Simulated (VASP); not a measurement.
# Ga2Sb2CO in VASP: a series of runs

The runs below take Ga2Sb2CO through single point, with PBE+D3(BJ).

Program: VASP 6.6.1. These are calculated values, not measurements. Logs are shortened: lines on timing, memory, paths and dates and some standing lists are left out, and cuts for length are marked.

### 1 The cell of the first run

The cell holds a slab with vacuum, 6 atoms: a = 4.334 Å, b = 4.334 Å, c = 23.620 Å, α = 90.00°, β = 90.00°, γ = 120.00°.

### 2 Single point, PBE+D3(BJ)

Input file INCAR:

```
SYSTEM = Ga2Sb2CO
ALGO     = Normal         ! electronic algorithm
DIPOL    = 0.5 0.5 0.348
EDIFF    = 1E-6           ! SCF threshold, eV
ENCUT    = 520            ! plane-wave cutoff, eV
GGA      = PE             ! functional
IDIPOL   = 3            
ISIF     = 2              ! what is computed and relaxed
ISMEAR   = 0              ! smearing method
IVDW     = 12             ! dispersion correction
LASPH    = .True.         ! aspherical terms in the spheres
LCHARG   = .True.         ! write CHGCAR
LDIPOL   = .True.       
LELF     = .True.         ! ELF
LREAL    = .False.        ! projectors in reciprocal space
LVACPOTAV= .True.       
LVHAR    = .True.       
LWAVE    = .False.        ! write WAVECAR
NBANDS   = 32             ! bands
NELM     = 100            ! most SCF steps
PREC     = Accurate       ! precision mode
SIGMA    = 0.1            ! smearing width, eV
```

Input file KPOINTS:

```
k-points
0
Gamma
  6 6 1
  0 0 0
```

Input file POSCAR:

```
Ga2Sb2CO
1.0
    4.3343814647      0.0000000000      0.0000000000
   -2.1671907324      3.7536844581      0.0000000000
    0.0000000000      0.0000000000     23.6197422994
Sb Ga O C
2 2 1 1
Direct
    0.0000000000      0.0000000000      0.1693498578
    0.3333333333      0.6666666667      0.3259656336
    0.3333333333      0.6666666667      0.2068080104
    0.6666666667      0.3333333333      0.3585874135
    0.7777777778      0.5555555556      0.4898335533
    0.7777777778      0.5555555556      0.5385216375
```

Potentials or basis: VASP PAW PBE potentials, release 64 (Sb, Ga_d, O, C).

Started as:

```
$ cat potpaw_PBE.64/Sb/POTCAR potpaw_PBE.64/Ga_d/POTCAR potpaw_PBE.64/O/POTCAR potpaw_PBE.64/C/POTCAR > POTCAR
$ mpirun -np 1 vasp_std > vasp.out
```

OUTCAR:

```text
SYSTEM = Ga2Sb2CO
   EDIFF = 1E-6
   ENCUT = 520
   GGA = PE
   ISIF = 2
   ISMEAR = 0
   IVDW = 12
   LASPH = .True.
   LREAL = .False.
   NELM = 100
   PREC = Accurate
 IVDW          = 12

 ion  position               nearest neighbor table
   1  0.000  0.000  0.169-   3 2.65   3 2.65   3 2.65
   2  0.333  0.667  0.326-   4 2.62   4 2.62   4 2.62   3 2.81
   3  0.333  0.667  0.207-   1 2.65   1 2.65   1 2.65   2 2.81
   4  0.667  0.333  0.359-   2 2.62   2 2.62   2 2.62
   5  0.778  0.556  0.490-   6 1.15
   6  0.778  0.556  0.539-   5 1.15

  LATTYP: Found a hexagonal cell.
 ALAT       =     4.3343814647
 C/A-ratio  =     5.4493916818

  Lattice vectors:

 A1 = (   4.3343814647,   0.0000000000,   0.0000000000)
 A2 = (  -2.1671907324,   3.7536844581,   0.0000000000)
 A3 = (   0.0000000000,   0.0000000000,  23.6197422994)

Analysis of symmetry for initial positions (statically):
=====================================================================
 Subroutine PRICEL returns:
 Original cell was already a primitive cell.

 Routine SETGRP: Setting up the symmetry group for a
 hexagonal supercell.

 Subroutine GETGRP returns: Found  2 space group operations
 (whereof  2 operations were pure point group operations)
 out of a pool of 24 trial point group operations.

The static configuration has the point symmetry C_1h.

Analysis of symmetry for dynamics (positions and initial velocities):
=====================================================================
 Subroutine PRICEL returns:
 Original cell was already a primitive cell.

 Routine SETGRP: Setting up the symmetry group for a
 hexagonal supercell.

 Subroutine GETGRP returns: Found  2 space group operations
 (whereof  2 operations were pure point group operations)
 out of a pool of 24 trial point group operations.

The dynamic configuration has the point symmetry C_1h.

 Subroutine INISYM returns: Found  2 space group operations
 (whereof  2 operations are pure point group operations),
 and found     1 'primitive' translations

----------------------------------------------------------------------------------------

                                     Primitive cell

[... 87 lines left out ...]
   LREAL  =      F    real-space projection
   EDIFFG = 0.1E-04   stopping-criterion for IOM
   NSW    =      0    number of steps for IOM
   IBRION =     -1    ionic relax: 0-MD 1-quasi-New 2-CG
   NFREE  =      0    steps in history (QN), initial steepest desc. (CG)
   ISIF   =      2    stress and relaxation
   ISYM   =      2    0-nonsym 1-usesym 2-fastsym
   POTIM  = 0.5000    time-step for ionic-motion
   TEBEG  =    0.0;   TEEND  =   0.0 temperature during run
   PSTRESS=    0.0 pullay stress
   NELECT =      46.0000    total number of electrons
   NUPDOWN=      -1.0000    fix difference up-down
   EMIN   =  10.00;   EMAX   =-10.00  energy-range for DOS
   EFERMI =   0.00;   METHOD = LEGACY
   ISMEAR =     0;   SIGMA  =   0.10  broadening in eV -4-tet -1-fermi 0-gaus
   EFERMI_NEDOS =   21; number of points for ismear=-14 and -15
   IALGO  =     38    algorithm
   IMIX   =      4    mixing-type and parameters
     AMIX     =   0.40;   BMIX     =  1.00
     AMIX_MAG =   1.60;   BMIX_MAG =  1.00
  volume/ion in A,a.u.               =      64.05       432.22
  Fermi-wavevector in a.u.,A,eV,Ry     =   0.806815  1.524660  8.856724  0.650951
  Thomas-Fermi vector in A             =   1.915318
   LORBIT       =      0    0 simple, 1 ext, 2 COOP (PROOUT), +10 PAW based schemes
   GGA     = PE    functional components
   LHFCALC =     F    Hartree Fock is set to
   AEXX    =    0.0000 exact exchange contribution
   IVDW    =    12    specifies the selected vdW correction
   LEPSILON=     F    determine dielectric tensor
   LRPA    =     F    only Hartree local field effects (RPA)
 non-spin polarized calculation
 Gauss-broadening in eV      SIGMA  =   0.10
  energy-cutoff  :      520.00
  volume of cell :      384.29
 maximum number of plane-waves:     10378
   NGX = 17   NGY = 17   NGZ = 87

 dipolmoment           0.000000      0.000000      0.000048 electrons x Angstroem

 number of electron      46.0000006 magnetization

 dipolmoment           0.000000      0.000000     -0.121114 electrons x Angstroem

 Free energy of the ion-electron system (eV)
  ---------------------------------------------------
  ext. energy  EPLUGINS =         0.00000000
  ---------------------------------------------------
  free energy    TOTEN  =       -28.23331907 eV

  energy without entropy =      -28.22647793  energy(sigma->0) =      -28.22989850

 E-fermi :  -0.8714     XC(G=0):  -4.1093

 val. band max:       -0.8917677271   @ k =   0.0000   0.0000   0.0000
 cond. band min:      -0.8358746204   @ k =   0.3333   0.3333   0.0000
 fundamental gap:      0.0558931066
 Fermi energy:        -0.8714106340

 k-point     1 :       0.0000    0.0000    0.0000
  band No.  band energies     occupation
      1     -27.0292      2.00000
      2     -16.4818      2.00000
      3     -16.4348      2.00000
      4     -16.4325      2.00000
      5     -16.3699      2.00000
      6     -16.3682      2.00000
[... 444 lines left out ...]
     31       4.3515      0.00000
     32       4.6017      0.00000

------------------------ aborting loop because EDIFF is reached ----------------------------------------

 Edisp (eV)   -0.99937

 E8    (eV) :    -0.4646

  FORCE on cell =-STRESS in cart. coord.  units (eV):
  Direction    XX          YY          ZZ          XY          YZ          ZX
  --------------------------------------------------------------------------------------
  -------------------------------------------------------------------------------------
  Total      -0.00832     0.02081    -0.79503    -0.00000     0.06231    -0.00000
  in kB      -0.03471     0.08677    -3.31463    -0.00000     0.25980    -0.00000
  external pressure =       -1.09 kB  Pullay stress =        0.00 kB

 VOLUME and BASIS-vectors are now :
 -----------------------------------------------------------------------------
  energy-cutoff  :      520.00
  volume of cell :      384.29
      direct lattice vectors                 reciprocal lattice vectors
     4.334381465  0.000000000  0.000000000     0.230713427  0.133202459  0.000000000
    -2.167190732  3.753684458  0.000000000     0.000000000  0.266404918  0.000000000
     0.000000000  0.000000000 23.619742299     0.000000000  0.000000000  0.042337464

 POSITION                                       TOTAL-FORCE (eV/Angst)
 -----------------------------------------------------------------------------------
      0.00000      0.00000      4.00000        -0.000000      0.002800      0.166331
     -0.00000      2.50246      7.69922         0.000000     -0.008729     -0.004069
     -0.00000      2.50246      4.88475        -0.000000      0.000128     -0.149282
      2.16719      1.25123      8.46974         0.000000     -0.021346     -0.076696
      2.16719      2.08538     11.56974        -0.000000      0.039999      0.703932
      2.16719      2.08538     12.71974         0.000000     -0.012852     -0.640215
 -----------------------------------------------------------------------------------
    total drift:                               -0.000002      0.000433     -0.000817

  FREE ENERGIE OF THE ION-ELECTRON SYSTEM (eV)
  ---------------------------------------------------
  free  energy   TOTEN  =       -29.2326919911 eV

  energy  without entropy=      -29.2258508501  energy(sigma->0) =      -29.22927142

 vacuum level on the upper side and lower side of the slab         2.664         4.011
```

Wall time 3.2 min (1 thread of Intel Xeon Platinum 8488C (Sapphire Rapids), shared host); peak memory 0.54 GiB.

What came out:

```
Free energy                : -29.2327 eV
Largest force              : 0.705 eV/Å
Band gap on the k mesh     : 0.06 eV (least direct gap 0.10 eV)
Dispersion energy per atom : -0.167 eV
```

Forces in eV/Å, atoms in the order of the input:
```
Sb   0.000  0.003  0.166
Sb   0.000 -0.009 -0.004
Ga   0.000  0.000 -0.149
Ga   0.000 -0.021 -0.077
O    0.000  0.040  0.704
C    0.000 -0.013 -0.640
```

Caveat: spin-orbit coupling is left out, which moves the levels of the heavy elements.

### 3 Single point, PBE+D3(BJ)

Input file INCAR:

```
SYSTEM = Ga2Sb2CO
ALGO = Normal
DIPOL = 0.5 0.5 0.348
EDIFF = 1E-6
ENCUT = 520
GGA = PE
IDIPOL = 3
ISIF = 2
ISMEAR = 0
IVDW = 12
LASPH = .TRUE.
LCHARG = .TRUE.
LDIPOL = .TRUE.
LELF = .TRUE.
LREAL = .FALSE.
LVACPOTAV = .TRUE.
LVHAR = .TRUE.
LWAVE = .FALSE.
NBANDS = 32
NELM = 80
PREC = Accurate
SIGMA = 0.1
```

Input file KPOINTS:

```
k-points
0
G
  6 6 1
  0 0 0
```

Changes to POSCAR since step 2:

```diff
@@ -12,3 +12,3 @@
     0.6666666667      0.3333333333      0.3585874135
-    0.7777777778      0.5555555556      0.4898335533
-    0.7777777778      0.5555555556      0.5385216375
+    0.8888888889      0.4444444444      0.4898335533
+    0.8888888889      0.4444444444      0.5385216375
```

Potentials or basis: VASP PAW PBE potentials, release 64 (Sb, Ga_d, O, C).

Started as:

```
$ cat potpaw_PBE.64/Sb/POTCAR potpaw_PBE.64/Ga_d/POTCAR potpaw_PBE.64/O/POTCAR potpaw_PBE.64/C/POTCAR > POTCAR
$ mpirun -np 1 vasp_std > vasp.out
```

OUTCAR:

```text
SYSTEM = Ga2Sb2CO
   EDIFF = 1E-6
   ENCUT = 520
   GGA = PE
   ISIF = 2
   ISMEAR = 0
   IVDW = 12
   LASPH = .TRUE.
   LREAL = .FALSE.
   NELM = 80
   PREC = Accurate
 IVDW          = 12

 ion  position               nearest neighbor table
   1  0.000  0.000  0.169-   3 2.65   3 2.65   3 2.65
   2  0.333  0.667  0.326-   4 2.62   4 2.62   4 2.62   3 2.81
   3  0.333  0.667  0.207-   1 2.65   1 2.65   1 2.65   2 2.81
   4  0.667  0.333  0.359-   2 2.62   2 2.62   2 2.62
   5  0.889  0.444  0.490-   6 1.15
   6  0.889  0.444  0.539-   5 1.15
[... 656 lines left out ...]
  -------------------------------------------------------------------------------------
  Total       0.01110    -0.00110    -0.75933     0.01057     0.00538     0.00932
  in kB       0.04628    -0.00459    -3.16577     0.04406     0.02244     0.03887
  external pressure =       -1.04 kB  Pullay stress =        0.00 kB

 VOLUME and BASIS-vectors are now :
 -----------------------------------------------------------------------------
  energy-cutoff  :      520.00
  volume of cell :      384.29
      direct lattice vectors                 reciprocal lattice vectors
     4.334381465  0.000000000  0.000000000     0.230713427  0.133202459  0.000000000
    -2.167190732  3.753684458  0.000000000     0.000000000  0.266404918  0.000000000
     0.000000000  0.000000000 23.619742299     0.000000000  0.000000000  0.042337464

 POSITION                                       TOTAL-FORCE (eV/Angst)
 -----------------------------------------------------------------------------------
      0.00000      0.00000      4.00000         0.006468      0.003734      0.165655
     -0.00000      2.50246      7.69922        -0.004456     -0.002573     -0.013351
     -0.00000      2.50246      4.88475        -0.000523     -0.000302     -0.146830
      2.16719      1.25123      8.46974        -0.014500     -0.008371     -0.080802
      2.88959      1.66830     11.56974         0.019647      0.011343      0.717066
      2.88959      1.66830     12.71974        -0.006637     -0.003832     -0.641739
 -----------------------------------------------------------------------------------
    total drift:                                0.000221      0.000131     -0.000833

  FREE ENERGIE OF THE ION-ELECTRON SYSTEM (eV)
  ---------------------------------------------------
  free  energy   TOTEN  =       -29.2287653391 eV

  energy  without entropy=      -29.2219849350  energy(sigma->0) =      -29.22537514

 vacuum level on the upper side and lower side of the slab         2.655         4.018
```

OSZICAR:

```text
N       E                     dE             d eps       ncg     rms          rms(c)
DAV:   1     0.332487369318E+03    0.33249E+03   -0.18792E+04   896   0.126E+03
DAV:   2     0.196805383982E+02   -0.31281E+03   -0.29979E+03  1024   0.291E+02
DAV:   3    -0.270460584360E+02   -0.46727E+02   -0.46190E+02  1096   0.113E+02
DAV:   4    -0.293759291464E+02   -0.23299E+01   -0.23132E+01  1192   0.273E+01
[... 14 lines left out ...]
DAV:  19    -0.282292750707E+02   -0.31069E-04   -0.88522E-06   776   0.900E-03    0.157E-03
DAV:  20    -0.282292824913E+02   -0.74206E-05   -0.70122E-07   824   0.373E-03    0.637E-04
DAV:  21    -0.282292864056E+02   -0.39144E-05   -0.39804E-07   696   0.285E-03    0.575E-04
DAV:  22    -0.282292874760E+02   -0.10704E-05   -0.10428E-07   632   0.158E-03    0.429E-04
DAV:  23    -0.282292878065E+02   -0.33052E-06   -0.80488E-08   608   0.110E-03
   1 F= -.29228765E+02 E0= -.29225375E+02  d E =-.678040E-02
```

stdout:

```text
POSCAR found type information on POSCAR SbGaO C
 POSCAR found :  4 types and       6 ions
 scaLAPACK will be used
 LDA part: xc-table for (Slater+PW92), standard interpolation
 POSCAR, INCAR and KPOINTS ok, starting setup
 FFT: planning ... GRIDC
 FFT: planning ... GRID_SOFT
 FFT: planning ... GRID
 WAVECAR not read
 entering main loop
 -----------------------------------------------------------------------------
|                                                                             |
|           W    W    AA    RRRRR   N    N  II  N    N   GGGG   !!!           |
|           W    W   A  A   R    R  NN   N  II  NN   N  G    G  !!!           |
|           W    W  A    A  R    R  N N  N  II  N N  N  G       !!!           |
|           W WW W  AAAAAA  RRRRR   N  N N  II  N  N N  G  GGG   !            |
|           WW  WW  A    A  R   R   N   NN  II  N   NN  G    G                |
|           W    W  A    A  R    R  N    N  II  N    N   GGGG   !!!           |
|                                                                             |
|     Did not find any points to average over, which means that no vacuum     |
|     field-free region was found. Please increase the size of  your cell     |
|     in the dimension of the dipole correction to obtain accurate            |
|     workfunction values.                                                    |
|                                                                             |
 -----------------------------------------------------------------------------
```

It took 3.2 min on 1 thread of Intel Xeon Platinum 8488C (Sapphire Rapids), shared host; peak memory 0.57 GiB.

What came out:

* Free energy: -29.2288 eV
* Largest force: 0.717 eV/Å
* Band gap on the k mesh: 0.05 eV (least direct gap 0.10 eV)
* Dispersion energy per atom: -0.167 eV

Forces on the atoms (eV/Å):
```
Sb   0.006  0.004  0.166
Sb  -0.004 -0.003 -0.013
Ga  -0.001  0.000 -0.147
Ga  -0.015 -0.008 -0.081
O    0.020  0.011  0.717
C   -0.007 -0.004 -0.642
```

Caveat: spin-orbit coupling is left out, which moves the levels of the heavy elements.
